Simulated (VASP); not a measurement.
# TiSi16 (a cell with a defect) in VASP: notebook, part 2 of 2

VASP 6.6.1. Earlier steps stand in the parts before.

### 3 Single point, PBE

Input file INCAR:

```
SYSTEM = TiSi16
PREC = Accurate
ENCUT = 520
EDIFF = 1E-6
ISMEAR = 0
SIGMA = 0.02
LREAL = Auto
LASPH = .TRUE.
NELM = 80
ALGO = Normal
ISIF = 2
LWAVE = .FALSE.
LCHARG = .FALSE.
GGA = PE
NBANDS = 52
```

Input file KPOINTS:

```
Automatic mesh
0
G
  2 2 2
  0 0 0
```

Input file POSCAR:

```
TiSi16
1.0
    0.0000000000      5.4300000000      5.4300000000
    5.4300000000      0.0000000000      5.4300000000
    5.4300000000      5.4300000000      0.0000000000
Si Ti
16 1
Direct
   -0.0001209024      0.0154361878     -0.0145575506
    0.1146029466      0.1256364641      0.1340248619
   -0.0262648250      0.0096276243      0.5069191529
    0.1141353591      0.1596747698      0.6122583794
   -0.0001098527      0.4991430018     -0.0145901473
    0.1426535912      0.6418502762      0.0735421731
    0.0189696133      0.5179276243      0.4450519337
    0.1141823204      0.6138082873      0.6122187845
    0.4853447514     -0.0152850829      0.0451397790
    0.6263668508      0.1256261510      0.1339200737
    0.5105216390      0.0095304788      0.5067726519
    0.6095328729      0.1089997238      0.6723768877
    0.5163405157      0.4991604052     -0.0147727440
    0.6263748619      0.6140070902      0.1338829650
    0.5105404236      0.4730785451      0.5067301105
    0.6605898711      0.6136353591      0.6119725599
    0.2862294659      0.7853977901      0.6428552486
```

Potentials or basis: VASP PAW PBE potentials, release 64 (Si, Ti_sv).

The run is started by

```
cat potpaw_PBE.64/Si/POTCAR potpaw_PBE.64/Ti_sv/POTCAR > POTCAR
mpirun -np 1 vasp_std > vasp.out
```

OUTCAR:

```text
SYSTEM = TiSi16
   PREC = Accurate
   ENCUT = 520
   EDIFF = 1E-6
   ISMEAR = 0
   LREAL = Auto
   LASPH = .TRUE.
   NELM = 80
   ISIF = 2
   GGA = PE

 ion  position               nearest neighbor table
   1  1.000  0.015  0.985-   4 2.34  10 2.35   2 2.35   6 2.35
   2  0.115  0.126  0.134-   9 2.34   3 2.34   1 2.35   5 2.35
   3  0.974  0.010  0.507-  12 2.30   2 2.34   4 2.49   8 2.49  17 2.53
   4  0.114  0.160  0.612-   7 2.27   1 2.34  17 2.43   3 2.49  11 2.49
   5  1.000  0.499  0.985-   8 2.34  14 2.35   2 2.35   6 2.35
   6  0.143  0.642  0.074-   7 2.33   1 2.35   5 2.35  13 2.36  17 2.70
   7  0.019  0.518  0.445-   4 2.27   8 2.27  16 2.27   6 2.33
   8  0.114  0.614  0.612-   7 2.27   5 2.34  17 2.43   3 2.49  15 2.49
   9  0.485  0.985  0.045-  14 2.34  10 2.34   2 2.34  12 2.34
  10  0.626  0.126  0.134-   9 2.34  11 2.34   1 2.35  13 2.35
  11  0.511  0.010  0.507-  12 2.30  10 2.34  16 2.49   4 2.49  17 2.53
  12  0.610  0.109  0.672-  11 2.30  15 2.30   3 2.30   9 2.34
  13  0.516  0.499  0.985-  16 2.34  14 2.35  10 2.35   6 2.36
  14  0.626  0.614  0.134-   9 2.34  15 2.34   5 2.35  13 2.35
  15  0.511  0.473  0.507-  12 2.30  14 2.34  16 2.49   8 2.49  17 2.53
  16  0.661  0.614  0.612-   7 2.27  13 2.34  17 2.43  15 2.49  11 2.49
  17  0.286  0.785  0.643-   8 2.43   4 2.43  16 2.43  11 2.53  15 2.53   3 2.53   6 2.70

  LATTYP: Found a face centered cubic cell.
 ALAT       =    10.8600000000

  Lattice vectors:

 A1 = (   0.0000000000,   5.4300000000,   5.4300000000)
 A2 = (   5.4300000000,   0.0000000000,   5.4300000000)
 A3 = (   5.4300000000,   5.4300000000,   0.0000000000)

Analysis of symmetry for initial positions (statically):
=====================================================================
 Subroutine PRICEL returns:
 Original cell was already a primitive cell.

 Routine SETGRP: Setting up the symmetry group for a
 face centered cubic supercell.

 Subroutine GETGRP returns: Found  1 space group operations
 (whereof  1 operations were pure point group operations)
 out of a pool of 48 trial point group operations.

The static configuration has the point symmetry C_1 .

Analysis of symmetry for dynamics (positions and initial velocities):
=====================================================================
 Subroutine PRICEL returns:
 Original cell was already a primitive cell.

 Routine SETGRP: Setting up the symmetry group for a
 face centered cubic supercell.

 Subroutine GETGRP returns: Found  1 space group operations
 (whereof  1 operations were pure point group operations)
 out of a pool of 48 trial point group operations.

The dynamic configuration has the point symmetry C_1 .

 Subroutine INISYM returns: Found  1 space group operations
 (whereof  1 operations are pure point group operations),
 and found     1 'primitive' translations

----------------------------------------------------------------------------------------

                                     Primitive cell

  volume of cell :     320.2060

  direct lattice vectors                    reciprocal lattice vectors
[... 76 lines left out ...]
  0.000000  0.500000  0.000000      1.000000
  0.000000  0.000000  0.500000      1.000000
  0.500000  0.500000  0.500000      1.000000
  0.500000  0.500000  0.000000      1.000000
  0.000000  0.500000  0.500000      1.000000
  0.500000  0.000000  0.500000      1.000000
   k-points           NKPTS =      8   k-points in BZ     NKDIM =      8   number of bands    NBANDS=     52
   number of dos      NEDOS =    301   number of ions     NIONS =     17
   total plane-waves  NPLWV = 216000
   dimension x,y,z NGX =    60 NGY =   60 NGZ =   60
   dimension x,y,z NGXF=   120 NGYF=  120 NGZF=  120
   ions per type =              16   1
   NGX,Y,Z   is equivalent  to a cutoff of  12.99, 12.99, 12.99 a.u.
   NGXF,Y,Z  is equivalent  to a cutoff of  25.98, 25.98, 25.98 a.u.
 SYSTEM =  TiSi16
   PREC   = accura    normal or accurate (medium, high low for compatibility)
   ISTART =      0    job   : 0-new  1-cont  2-samecut
   ICHARG =      2    charge: 1-file 2-atom 10-const
   ISPIN  =      1    spin polarized calculation?
   LNONCOLLINEAR =      F non collinear calculations
   LSORBIT =      F    spin-orbit coupling
   LASPH  =      T    aspherical Exc in radial PAW
   ENCUT  =  520.0 eV  38.22 Ry    6.18 a.u.  14.28 14.28 14.28*2*pi/ulx,y,z
   NELM   =     80;   NELMIN=  2; NELMDL= -5     # of ELM steps
   EDIFF  = 0.1E-05   stopping-criterion for ELM
   LREAL  =      T    real-space projection
   EDIFFG = 0.1E-04   stopping-criterion for IOM
   NSW    =      0    number of steps for IOM
   IBRION =     -1    ionic relax: 0-MD 1-quasi-New 2-CG
   NFREE  =      0    steps in history (QN), initial steepest desc. (CG)
   ISIF   =      2    stress and relaxation
   ISYM   =      2    0-nonsym 1-usesym 2-fastsym
   POTIM  = 0.5000    time-step for ionic-motion
   TEBEG  =    0.0;   TEEND  =   0.0 temperature during run
   PSTRESS=    0.0 pullay stress
   NELECT =      76.0000    total number of electrons
   NUPDOWN=      -1.0000    fix difference up-down
   EMIN   =  10.00;   EMAX   =-10.00  energy-range for DOS
   EFERMI =   0.00;   METHOD = LEGACY
   ISMEAR =     0;   SIGMA  =   0.02  broadening in eV -4-tet -1-fermi 0-gaus
   EFERMI_NEDOS =   21; number of points for ismear=-14 and -15
   IALGO  =     38    algorithm
   IMIX   =      4    mixing-type and parameters
     AMIX     =   0.40;   BMIX     =  1.00
     AMIX_MAG =   1.60;   BMIX_MAG =  1.00
  volume/ion in A,a.u.               =      18.84       127.11
  Fermi-wavevector in a.u.,A,eV,Ry     =   1.013607  1.915439 13.978610  1.027399
  Thomas-Fermi vector in A             =   2.146786
   LORBIT       =      0    0 simple, 1 ext, 2 COOP (PROOUT), +10 PAW based schemes
   GGA     = PE    functional components
   LHFCALC =     F    Hartree Fock is set to
   AEXX    =    0.0000 exact exchange contribution
   IVDW    =     0    specifies the selected vdW correction
   LEPSILON=     F    determine dielectric tensor
   LRPA    =     F    only Hartree local field effects (RPA)
 non-spin polarized calculation
 Gauss-broadening in eV      SIGMA  =   0.02
  energy-cutoff  :      520.00
  volume of cell :      320.21
 maximum number of plane-waves:      8646
 NGX is ok and might be reduce to    60
   NGX = 29   NGY = 29   NGZ = 29

 number of electron      76.0000001 magnetization

 Free energy of the ion-electron system (eV)
  ---------------------------------------------------
  ext. energy  EPLUGINS =         0.00000000
  ---------------------------------------------------
  free energy    TOTEN  =       -91.13116477 eV

  energy without entropy =      -91.12729255  energy(sigma->0) =      -91.12922866

 E-fermi :   6.8962     XC(G=0):  -9.7644

 val. band max:        6.8903679240   @ k =   0.0000   0.5000   0.0000
 cond. band min:       6.9636882823   @ k =   0.5000   0.0000   0.5000
 fundamental gap:      0.0733203583
 Fermi energy:         6.8962406549

 k-point     1 :       0.0000    0.0000    0.0000
  band No.  band energies     occupation
      1     -50.0056      2.00000
      2     -26.4589      2.00000
      3     -26.3201      2.00000
      4     -26.3195      2.00000
      5      -5.6818      2.00000
      6      -3.4867      2.00000
[... 413 lines left out ...]
     49       9.9151      0.00000
     50      10.4876      0.00000
 [bands above 50 left out]

------------------------ aborting loop because EDIFF is reached ----------------------------------------

  FORCE on cell =-STRESS in cart. coord.  units (eV):
  Direction    XX          YY          ZZ          XY          YZ          ZX
  --------------------------------------------------------------------------------------
  -------------------------------------------------------------------------------------
  Total        8.9990349      8.9786826      9.0018986     -1.1992207      1.1986213      1.2481601
  in kB       45.0274171     44.9255823     45.0417456     -6.0004004      5.9974008      6.2452724
  external PRESSURE =      44.9982483 kB  Pullay stress =       0.0000000 kB

 VOLUME and BASIS-vectors are now :
 -----------------------------------------------------------------------------
  energy-cutoff  :      520.00
  volume of cell :      320.21
      direct lattice vectors                 reciprocal lattice vectors
     0.000000000  5.430000000  5.430000000    -0.092081031  0.092081031  0.092081031
     5.430000000  0.000000000  5.430000000     0.092081031 -0.092081031  0.092081031
     5.430000000  5.430000000  0.000000000     0.092081031  0.092081031 -0.092081031

 POSITION                                       TOTAL-FORCE (eV/Angst)
 -----------------------------------------------------------------------------------
      5.43477     10.78030      5.51316        -0.047557     -0.079411      0.078240
      1.40996      1.35005      1.30450        -0.093758     -0.021806      0.093424
      2.80485      8.03995      5.33966        -0.084276      0.043209      0.083675
      4.19160      3.94432      1.48679        -0.050948     -0.112355      0.122852
      8.06112     10.78018      8.13975        -0.078190     -0.079273      0.047618
      3.88458      1.17394      4.25986        -0.005828     -0.006579      0.005907
[... 9 lines left out ...]
      6.65505      6.91001      6.91904        -0.119125     -0.046184      0.119940
      7.75541      5.04493      5.81894         1.094992      1.101488     -1.093365
 -----------------------------------------------------------------------------------
    total drift:                               -0.002048     -0.001244      0.004321

  FREE ENERGIE OF THE ION-ELECTRON SYSTEM (eV)
  ---------------------------------------------------
  free  energy   TOTEN  =       -91.1311647739 eV

  energy  without entropy=      -91.1272925519  energy(sigma->0) =      -91.12922866
```

Wall time 7 min (1 thread of AMD EPYC 7R43 (Zen 3), shared host); peak memory 0.45 GiB.

Results:

```yaml
Free_energy: -91.1312 eV
Pressure: 4.5 GPa
Largest_force: 1.899 eV/Å
Band_gap_on_the_k_mesh: zero (bands 38 and 39 overlap by 0.33 eV)
```

Forces on the atoms (eV/Å):
```
Si  -0.048 -0.079  0.078
Si  -0.094 -0.022  0.093
Si  -0.084  0.043  0.084
Si  -0.051 -0.112  0.123
Si  -0.078 -0.079  0.048
Si  -0.006 -0.007  0.006
Si  -0.063 -0.067  0.063
Si  -0.122 -0.113  0.051
Si  -0.110 -0.112  0.110
Si  -0.093 -0.094  0.022
Si  -0.083 -0.091 -0.052
Si  -0.093 -0.088  0.093
Si  -0.080 -0.049  0.080
Si  -0.022 -0.094  0.093
Si   0.051 -0.091  0.082
Si  -0.119 -0.046  0.120
Ti   1.095  1.101 -1.093
```

Levels at points of the mesh, in eV from the Fermi level:
| k point | band 34 | band 35 | band 36 | band 37 | band 38 | band 39 | band 40 | band 41 | band 42 | band 43 |
| --- | --- | --- | --- | --- | --- | --- | --- | --- | --- | --- |
| (0.00, 0.00, 0.00) | -1.19 | -1.19 | -0.76 | -0.56 | -0.27 | -0.27 | -0.05 | -0.04 | 0.09 | 0.46 |
| (0.50, 0.00, 0.00) | -1.66 | -1.39 | -1.30 | -0.37 | -0.01 | 0.16 | 0.60 | 0.63 | 0.75 | 0.88 |
| (0.00, 0.50, 0.00) | -1.67 | -1.39 | -1.30 | -0.37 | -0.01 | 0.16 | 0.60 | 0.63 | 0.75 | 0.88 |
| (0.00, 0.00, 0.50) | -2.14 | -1.36 | -1.35 | -0.23 | -0.22 | -0.19 | 0.70 | 0.71 | 0.71 | 1.22 |
| (0.50, 0.50, 0.50) | -1.67 | -1.39 | -1.30 | -0.37 | -0.01 | 0.16 | 0.60 | 0.63 | 0.75 | 0.88 |
| (0.50, 0.50, 0.00) | -2.08 | -1.86 | -1.80 | -0.25 | 0.07 | 0.29 | 0.61 | 0.90 | 1.00 | 1.39 |
| (0.00, 0.50, 0.50) | -2.08 | -1.86 | -1.80 | -0.25 | 0.07 | 0.29 | 0.61 | 0.90 | 1.00 | 1.39 |
| (0.50, 0.00, 0.50) | -2.08 | -1.86 | -1.80 | -0.25 | 0.07 | 0.29 | 0.61 | 0.90 | 1.00 | 1.39 |

Caveat: the k points lie up to 0.50 Å⁻¹ apart.

### 4 Single point, PBE

Input file INCAR:

```
SYSTEM = TiSi16
  ALGO = Normal
  EDIFF = 1E-7
  ENCUT = 520
  GGA = PE
  ISIF = 2
  ISMEAR = 0
  LASPH = .TRUE.
  LCHARG = .FALSE.
  LREAL = Auto
  LWAVE = .FALSE.
  NBANDS = 52
  NELM = 100
  PREC = Accurate
  SIGMA = 0.02
```

Input file KPOINTS:

```
k-points
0
G
  2 2 2
  0 0 0
```

Input file POSCAR:

```
TiSi16
1.0
    0.0000000000      5.4300000000      5.4300000000
    5.4300000000      0.0000000000      5.4300000000
    5.4300000000      5.4300000000      0.0000000000
Si Ti
16 1
Direct
    0.0004921731      0.0107058011     -0.0108452118
    0.1100199816      0.1266518416      0.1369396869
   -0.0278962247      0.0067971455      0.5145617864
    0.1167385820      0.1500737569      0.6167474217
    0.0005011971      0.4999080110     -0.0108671271
    0.1412496317      0.6405409761      0.0779188766
    0.0171368324      0.5161760589      0.4507552486
    0.1167579190      0.6166897790      0.6167231123
    0.4882926335     -0.0122425414      0.0364640884
    0.6272477901      0.1266323204      0.1366903315
    0.5076914365      0.0063639963      0.5143232965
    0.6102606814      0.1101800184      0.6696542357
    0.5114713628      0.4998695212     -0.0109588398
    0.6272553407      0.6097124309      0.1366549724
    0.5076958564      0.4718932781      0.5142792818
    0.6508906998      0.6163790976      0.6165833333
    0.3542146409      0.8539236648      0.4382069061
```

The run is started by

```
cat potpaw_PBE.64/Si/POTCAR potpaw_PBE.64/Ti_sv/POTCAR > POTCAR
mpirun -np 1 vasp_std > vasp.out
```

It took 15 min on 1 thread of AMD EPYC 7R43 (Zen 3), shared host; peak memory 0.44 GiB.

The run converged. Its results:

```
Free energy            : -91.6916 eV
Pressure               : 3.9 GPa
Largest force          : 1.995 eV/Å
Band gap on the k mesh : zero (bands 38 and 39 overlap by 0.32 eV)
```

Forces on the atoms (eV/Å):
```
Si   0.055  0.108 -0.103
Si   0.073  0.040 -0.073
Si   0.094  0.225 -0.094
Si  -0.053  0.110 -0.094
Si   0.103  0.108 -0.054
Si   0.107  0.108 -0.107
Si   0.110  0.101 -0.111
Si   0.094  0.109  0.051
Si  -0.073 -0.080  0.074
Si   0.068  0.070 -0.037
Si   0.102  0.095 -0.244
Si  -0.013 -0.012  0.013
Si   0.101  0.049 -0.100
Si   0.036  0.070 -0.069
Si   0.244  0.095 -0.101
Si   0.103 -0.040 -0.103
Ti  -1.151 -1.154  1.151
```

Stress tensor (GPa, compression positive):
```
 3.86 -0.33  0.40
-0.33  3.88  0.33
 0.40  0.33  3.86
```

Levels at points of the mesh, in eV from the Fermi level:
| k point | band 34 | band 35 | band 36 | band 37 | band 38 | band 39 | band 40 | band 41 | band 42 | band 43 |
| --- | --- | --- | --- | --- | --- | --- | --- | --- | --- | --- |
| (0.00, 0.00, 0.00) | -1.10 | -1.10 | -0.87 | -0.60 | -0.32 | -0.31 | -0.01 | -0.01 | 0.16 | 0.73 |
| (0.50, 0.00, 0.00) | -1.80 | -1.36 | -1.34 | -0.18 | 0.00 | 0.16 | 0.40 | 0.59 | 0.74 | 1.08 |
| (0.00, 0.50, 0.00) | -1.80 | -1.36 | -1.34 | -0.19 | 0.00 | 0.16 | 0.41 | 0.59 | 0.75 | 1.08 |
| (0.00, 0.00, 0.50) | -2.01 | -1.35 | -1.35 | -0.32 | -0.18 | -0.17 | 0.66 | 0.66 | 0.82 | 1.22 |
| (0.50, 0.50, 0.50) | -1.80 | -1.36 | -1.34 | -0.19 | 0.00 | 0.16 | 0.41 | 0.59 | 0.75 | 1.08 |
| (0.50, 0.50, 0.00) | -2.03 | -1.94 | -1.80 | -0.45 | 0.01 | 0.41 | 0.78 | 1.08 | 1.16 | 1.35 |
| (0.00, 0.50, 0.50) | -2.03 | -1.94 | -1.80 | -0.45 | 0.01 | 0.41 | 0.78 | 1.08 | 1.16 | 1.35 |
| (0.50, 0.00, 0.50) | -2.03 | -1.94 | -1.80 | -0.45 | 0.01 | 0.41 | 0.77 | 1.08 | 1.16 | 1.35 |

Caveat: the k points lie up to 0.50 Å⁻¹ apart.

### 5 Summary

```tsv
cell	gap on the mesh (eV)	pressure (GPa)	largest force (eV/Å)
as given, atomic positions A	none	3.7	0.66
as given, atomic positions B	none	4.5	1.90
as given, atomic positions C	none	3.9	2.00
```

Alike in all rows: task single point; level PBE; potentials or basis VASP PAW PBE potentials, release 64 (Si, Ti_sv); no spin polarisation; k mesh 2 × 2 × 2; cutoff (eV) 520; smearing gaussian 0.02 eV.

Caveats: all runs use coarse meshes.

Total energies depend on the potentials used, so only differences within one code and one set of settings carry meaning.

The gap in the log of VASP goes by the Fermi energy; the results here count the filled bands.